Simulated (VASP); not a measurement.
# TePb (Imm2) in VASP: single point with PBEsol

Aim: the single point of TePb with PBEsol.

Everything below comes from runs of VASP 6.6.1. Logs are shortened: lines on timing, memory, paths and dates and some standing lists are left out, and cuts for length are marked.

### 1 The cell of the first run

It takes space group Imm2 (No. 44, orthorhombic). Conventional cell: a = 5.095 Å, b = 5.095 Å, c = 7.206 Å, α = 90.00°, β = 90.00°, γ = 90.00°. Within 4.1 Å of Pb (site symmetry mm2) lie 4 Te at 3.09 to 3.15 Å. Te (site symmetry mm2) has 4 Pb at 3.09 to 3.15 Å within 4.1 Å.

### 2 Single point, PBEsol (atom 2 (Te) moved 0.05 Å along z)

Contents of INCAR:

```
  PREC = Accurate
  ENCUT = 500
  EDIFF = 1E-6
  ISMEAR = 0
  SIGMA = 0.05
  LREAL = F
  LASPH = T
  NELM = 120
  ALGO = Normal
  ISIF = 2
  LWAVE = F
  LCHARG = T
  GGA = PS
  LELF = T
  LVHAR = T
  NBANDS = 17
  GGA_COMPAT = F
```

Contents of KPOINTS:

```
Automatic mesh
0
Gamma
  8 8 8
```

Contents of POSCAR:

```
TePb
1.0
    0.0000000000      3.6029069117      3.6029069117
    3.6029069117      0.0000000000      3.6029069117
    3.6029069117      3.6029069117      0.0000000000
Pb Te
1 1
Direct
    0.0000000000      0.0000000000      0.0000000000
    0.2569388415      0.2569388415      0.2430611585
```

Potentials or basis: VASP PAW PBE potentials, release 64 (Pb_d, Te).

Launch:

```console
> cat potpaw_PBE.64/Pb_d/POTCAR potpaw_PBE.64/Te/POTCAR > POTCAR
> mpirun -np 1 vasp_std > vasp.out
```

OUTCAR:

```text
PREC = Accurate
   ENCUT = 500
   EDIFF = 1E-6
   ISMEAR = 0
   LREAL = F
   LASPH = T
   NELM = 120
   ISIF = 2
   GGA = PS

 ion  position               nearest neighbor table
   1  0.000  0.000  0.000-   2 3.09   2 3.09   2 3.15   2 3.15
   2  0.257  0.257  0.243-   1 3.09   1 3.09   1 3.15   1 3.15

  LATTYP: Found a face centered cubic cell.
 ALAT       =     7.2058138234

  Lattice vectors:

 A1 = (   0.0000000000,   3.6029069117,   3.6029069117)
 A2 = (   3.6029069117,   0.0000000000,   3.6029069117)
 A3 = (   3.6029069117,   3.6029069117,   0.0000000000)

Analysis of symmetry for initial positions (statically):
=====================================================================
 Subroutine PRICEL returns:
 Original cell was already a primitive cell.

 Routine SETGRP: Setting up the symmetry group for a
 face centered cubic supercell.

 Subroutine GETGRP returns: Found  4 space group operations
 (whereof  4 operations were pure point group operations)
 out of a pool of 48 trial point group operations.

The static configuration has the point symmetry C_2v.

Analysis of symmetry for dynamics (positions and initial velocities):
=====================================================================
 Subroutine PRICEL returns:
 Original cell was already a primitive cell.

 Routine SETGRP: Setting up the symmetry group for a
 face centered cubic supercell.

 Subroutine GETGRP returns: Found  4 space group operations
 (whereof  4 operations were pure point group operations)
 out of a pool of 48 trial point group operations.

The dynamic configuration has the point symmetry C_2v.

 Subroutine INISYM returns: Found  4 space group operations
 (whereof  4 operations are pure point group operations),
 and found     1 'primitive' translations

----------------------------------------------------------------------------------------

                                     Primitive cell

  volume of cell :      93.5382

  direct lattice vectors                    reciprocal lattice vectors
     0.000000000  3.602906912  3.602906912    -0.138776830  0.138776830  0.138776830
     3.602906912  0.000000000  3.602906912     0.138776830 -0.138776830  0.138776830
     3.602906912  3.602906912  0.000000000     0.138776830  0.138776830 -0.138776830

  length of vectors
     5.095279818  5.095279818  5.095279818     0.240368520  0.240368520  0.240368520

  position of ions in fractional coordinates (direct lattice)
     0.000000000  0.000000000  0.000000000
[... 77 lines left out ...]
   NELM   =    120;   NELMIN=  2; NELMDL= -5     # of ELM steps
   EDIFF  = 0.1E-05   stopping-criterion for ELM
   LREAL  =      F    real-space projection
   EDIFFG = 0.1E-04   stopping-criterion for IOM
   NSW    =      0    number of steps for IOM
   IBRION =     -1    ionic relax: 0-MD 1-quasi-New 2-CG
   NFREE  =      0    steps in history (QN), initial steepest desc. (CG)
   ISIF   =      2    stress and relaxation
   ISYM   =      2    0-nonsym 1-usesym 2-fastsym
   POTIM  = 0.5000    time-step for ionic-motion
   TEBEG  =    0.0;   TEEND  =   0.0 temperature during run
   PSTRESS=    0.0 pullay stress
   NELECT =      20.0000    total number of electrons
   NUPDOWN=      -1.0000    fix difference up-down
   EMIN   =  10.00;   EMAX   =-10.00  energy-range for DOS
   EFERMI =   0.00;   METHOD = LEGACY
   ISMEAR =     0;   SIGMA  =   0.05  broadening in eV -4-tet -1-fermi 0-gaus
   EFERMI_NEDOS =   21; number of points for ismear=-14 and -15
   IALGO  =     38    algorithm
   IMIX   =      4    mixing-type and parameters
     AMIX     =   0.40;   BMIX     =  1.00
     AMIX_MAG =   1.60;   BMIX_MAG =  1.00
  volume/ion in A,a.u.               =      46.77       315.61
  Fermi-wavevector in a.u.,A,eV,Ry     =   0.978938  1.849924 13.038726  0.958319
  Thomas-Fermi vector in A             =   2.109752
   LORBIT       =      0    0 simple, 1 ext, 2 COOP (PROOUT), +10 PAW based schemes
   GGA     = PS    functional components
   LHFCALC =     F    Hartree Fock is set to
   AEXX    =    0.0000 exact exchange contribution
   IVDW    =     0    specifies the selected vdW correction
   LEPSILON=     F    determine dielectric tensor
   LRPA    =     F    only Hartree local field effects (RPA)
 non-spin polarized calculation
 Gauss-broadening in eV      SIGMA  =   0.05
  energy-cutoff  :      500.00
  volume of cell :       93.54
 maximum number of plane-waves:      2421
 NGX is ok and might be reduce to    40
   NGX = 19   NGY = 19   NGZ = 19

 number of electron      20.0000002 magnetization

 Free energy of the ion-electron system (eV)
  ---------------------------------------------------
  ext. energy  EPLUGINS =         0.00000000
  ---------------------------------------------------
  free energy    TOTEN  =        -7.69190050 eV

  energy without entropy =       -7.69190050  energy(sigma->0) =       -7.69190050

 E-fermi :   3.1692     XC(G=0):  -7.7600

 val. band max:        2.9598198316   @ k =  -0.2500   0.5000   0.2500
 cond. band min:       3.4004666408   @ k =   0.0000   0.5000   0.5000
 fundamental gap:      0.4406468092
 Fermi energy:         3.1692361723

 k-point     1 :       0.0000    0.0000    0.0000
  band No.  band energies     occupation
      1     -13.9543      2.00000
      2     -13.9541      2.00000
      3     -13.9532      2.00000
      4     -13.9247      2.00000
      5     -13.9243      2.00000
      6      -8.6559      2.00000
[... 457 lines left out ...]
      4     -13.9243      2.00000
      5     -13.9226      2.00000
      6      -7.8772      2.00000
[... 9 lines left out ...]
     16       9.7081      0.00000
     17      10.5564      0.00000

 [... further k-points ...]

------------------------ aborting loop because EDIFF is reached ----------------------------------------

  FORCE on cell =-STRESS in cart. coord.  units (eV):
  Direction    XX          YY          ZZ          XY          YZ          ZX
  --------------------------------------------------------------------------------------
  -------------------------------------------------------------------------------------
  Total       -0.0032062     -0.0032062     -0.0134455     -0.2469211      0.0000000      0.0000000
  in kB       -0.0549181     -0.0549181     -0.2303016     -4.2294083      0.0000000      0.0000000
  external PRESSURE =      -0.1133793 kB  Pullay stress =       0.0000000 kB

 VOLUME and BASIS-vectors are now :
 -----------------------------------------------------------------------------
  energy-cutoff  :      500.00
  volume of cell :       93.54
      direct lattice vectors                 reciprocal lattice vectors
     0.000000000  3.602906912  3.602906912    -0.138776830  0.138776830  0.138776830
     3.602906912  0.000000000  3.602906912     0.138776830 -0.138776830  0.138776830
     3.602906912  3.602906912  0.000000000     0.138776830  0.138776830 -0.138776830

 POSITION                                       TOTAL-FORCE (eV/Angst)
 -----------------------------------------------------------------------------------
      0.00000      0.00000      0.00000         0.000000      0.000000      0.161469
      1.80145      1.80145      1.85145         0.000000      0.000000     -0.161469
 -----------------------------------------------------------------------------------
    total drift:                                0.000000      0.000000      0.000019

  FREE ENERGIE OF THE ION-ELECTRON SYSTEM (eV)
  ---------------------------------------------------
  free  energy   TOTEN  =        -7.6919005019 eV

  energy  without entropy=       -7.6919005019  energy(sigma->0) =       -7.69190050
```

OSZICAR:

```text
N       E                     dE             d eps       ncg     rms          rms(c)
DAV:   1     0.152466198111E+03    0.15247E+03   -0.85373E+03  3238   0.102E+03
DAV:   2     0.376295862083E+01   -0.14870E+03   -0.14422E+03  3460   0.271E+02
DAV:   3    -0.755072862468E+01   -0.11314E+02   -0.11248E+02  4248   0.845E+01
DAV:   4    -0.787449396341E+01   -0.32377E+00   -0.32361E+00  3985   0.181E+01
DAV:   5    -0.788798890523E+01   -0.13495E-01   -0.13495E-01  4436   0.307E+00    0.367E+00
DAV:   6    -0.769854531893E+01    0.18944E+00   -0.44489E-01  4585   0.387E+00    0.228E+00
DAV:   7    -0.768959518881E+01    0.89501E-02   -0.10734E-01  3530   0.131E+00    0.990E-01
DAV:   8    -0.769118209388E+01   -0.15869E-02   -0.11986E-02  3628   0.925E-01    0.205E-01
DAV:   9    -0.769154154903E+01   -0.35946E-03   -0.24914E-03  3643   0.367E-01    0.569E-02
DAV:  10    -0.769177384037E+01   -0.23229E-03   -0.49042E-04  3583   0.132E-01    0.393E-02
DAV:  11    -0.769190103630E+01   -0.12720E-03   -0.23845E-04  3318   0.720E-02    0.359E-02
DAV:  12    -0.769190050192E+01    0.53438E-06   -0.78010E-06  4227   0.165E-02
   1 F= -.76919005E+01 E0= -.76919005E+01  d E =-.775465E-11
```

stdout:

```text
POSCAR found type information on POSCAR PbTe
 POSCAR found :  2 types and       2 ions
 scaLAPACK will be used
 -----------------------------------------------------------------------------
|                                                                             |
|                                                                             |
|     You enforced a specific xc type in the INCAR file but a different       |
|     I HOPE YOU KNOW WHAT YOU ARE DOING!                                     |
|                                                                             |
 -----------------------------------------------------------------------------

 LDA part: xc-table for (Slater+PW92), standard interpolation
 POSCAR, INCAR and KPOINTS ok, starting setup
 FFT: planning ... GRIDC
 FFT: planning ... GRID_SOFT
 FFT: planning ... GRID
 WAVECAR not read
 entering main loop
```

It took 84 s on 1 thread of Intel Xeon 6975P-C (Granite Rapids), shared host; peak memory 0.33 GiB.

Results:

```yaml
Free_energy: -7.6919 eV
Pressure: 0.0 GPa
Largest_force: 0.161 eV/Å
Band_gap_on_the_k_mesh: 0.44 eV (least direct gap 1.11 eV)
```

Forces in eV/Å, atoms in the order of the input:
```
Pb   0.000  0.000  0.161
Te   0.000  0.000 -0.161
```

Levels at points of the mesh, in eV from the valence-band top:
| k point | band 8 | band 9 | band 10 | band 11 | band 12 | band 13 |
| --- | --- | --- | --- | --- | --- | --- |
| (0.00, 0.00, 0.00) | -1.65 | -1.55 | -1.46 | 1.36 | 1.44 | 1.53 |
| (0.50, 0.00, 0.00) | -2.19 | -2.06 | -2.00 | 2.19 | 2.41 | 3.81 |
| (0.00, 0.00, 0.50) | -2.21 | -2.11 | -2.07 | 2.16 | 2.38 | 3.74 |
| (0.50, 0.50, 0.00) | -2.90 | -2.80 | -0.68 | 0.45 | 4.39 | 4.55 |
| (0.00, 0.50, 0.50) | -2.85 | -2.85 | -0.67 | 0.44 | 4.47 | 4.47 |

Caveat: the cell differs from its parent crystal (atom 2 (Te) moved 0.05 Å along z); the PAW data sets were made with another functional, which shifts forces and pressure a little; spin-orbit coupling is left out, which moves the levels of the heavy elements.
